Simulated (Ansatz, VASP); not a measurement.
## Two plane-wave programs on Ca

```
CELL_PARAMETERS angstrom
3.93888 0.00000 0.00000
-1.96944 3.41117 0.00000
0.00000 0.00000 6.45688
ATOMIC_POSITIONS crystal
Ca 0.33333 0.66667 0.25000
Ca 0.66667 0.33333 0.75000
```

Alike in both runs: task single point; functional r2SCAN; k mesh 12 × 12 × 8; occupations gaussian, width 0.1 eV; no spin polarisation.

```csv
,VASP,Ansatz
version,VASP 6.6.1,Ansatz 0.2.0
potentials or method,"VASP PAW PBE potentials, release 64 (Ca_sv), cutoff 520 eV","scalar-relativistic, plane waves, PAW"
valence electrons in the cell,20,20
```

Ansatz gave:

```
gap on the k mesh at the Fermi level (eV) : none
pressure (GPa)                            : 0.0
```

Task: Estimate VASP's values.

Result: gap on the k mesh at the Fermi level (eV): none; pressure (GPa): 0.1.

VASP's potentials were made for PBE, not for r2SCAN. A gap of «none» marks a metal or a gap that the smearing closes. With one functional, cell and mesh, what is left measures potentials, basis and numerics.
